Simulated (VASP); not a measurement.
Set up this calculation in VASP 6.6.1, as the native input.

```
Task                   : single point
Functional             : PBEsol
Potentials or basis    : VASP PAW PBE potentials, release 64 (Mo_sv, S)
Cutoff                 : 520 eV
k mesh                 : 6 × 6 × 6
Occupations            : gaussian, width 0.1 eV
Spin                   : no spin polarisation
Dipole correction      : no
Further INCAR settings : ALGO = Normal; EDIFF = 1e-07; NBANDS = 20
```

The structure of MoS2 lies in POSCAR:

```
MoS2
1.0
    1.5716034329      0.9073656650      6.2270314848
   -1.5716034329      0.9073656650      6.2270314848
    0.0000000000     -1.8147313300      6.2270314848
Mo S
1 2
Direct
    0.0000024353      0.0000024353      0.0000024353
    0.7500713862      0.7500713862      0.7500713862
    0.5832261786      0.5832261786      0.5832261786
```

The input as run:

INCAR

```
PREC     = Accurate       # precision mode
ENCUT    = 520            # plane-wave cutoff, eV
EDIFF    = 1E-7           # SCF threshold, eV
ISMEAR   = 0              # smearing method
SIGMA    = 0.1            # smearing width, eV
LREAL    = False          # projectors in reciprocal space
LASPH    = True           # aspherical terms in the spheres
NELM     = 80             # most SCF steps
ALGO     = Normal         # electronic algorithm
ISIF     = 2              # what is computed and relaxed
LWAVE    = False          # write WAVECAR
LCHARG   = False          # write CHGCAR
GGA      = PS             # functional
NBANDS   = 20             # bands
```

KPOINTS

```
regular mesh
0
Gamma
  6 6 6
```

Potentials or basis: VASP PAW PBE potentials, release 64 (Mo_sv, S).

Run with:

```console
$ cat potpaw_PBE.64/Mo_sv/POTCAR potpaw_PBE.64/S/POTCAR > POTCAR
$ mpirun -np 1 vasp_std > vasp.out
```

Results of the run:

```json
{
 "Pressure": "0.0 GPa",
 "Largest force": "0.009 eV/Å",
 "Band gap on the k mesh": "0.98 eV, indirect (least direct gap 1.80 eV)"
}
```

Caveat: the PAW data sets were made with another functional, which shifts forces and pressure a little.

Run time: 94 s on 1 thread of Intel(R) Xeon(R) Platinum 8488C (Sapphire Rapids) (shared host), peak memory 0.31 GiB.
